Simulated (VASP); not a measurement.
The system is SrO.

```xyz
4
Lattice="3.5294 0.0000 0.0000 -1.7647 3.0566 0.0000 0.0000 0.0000 6.1756" Properties=species:S:1:pos:R:3 pbc="T T T"
Sr    1.7647    1.0189    4.6317
Sr    0.0000    2.0377    1.5439
O     0.0000    0.0000    3.0878
O     0.0000    0.0000    0.0000
```

Program: VASP 6.6.1. Alike in all runs: task single point; no spin polarisation; cell as given; k mesh 9 × 9 × 5; cutoff (eV) 520; smearing fermi-dirac 0.05 eV.

Task: Order these runs on this cell by their pressure, lowest first.
A. level r2SCAN; potentials or basis VASP PAW PBE potentials, release 64 (Sr_sv, O)
B. level LDA; potentials or basis VASP PAW LDA potentials, release 64 (Sr_sv, O)
C. level PBEsol; potentials or basis VASP PAW PBE potentials, release 64 (Sr_sv, O)

Result: B (-3.3 GPa), C (-0.1 GPa), A (2.0 GPa).

Caveats: the PAW data sets were made with another functional, which shifts forces and pressure a little (some runs).
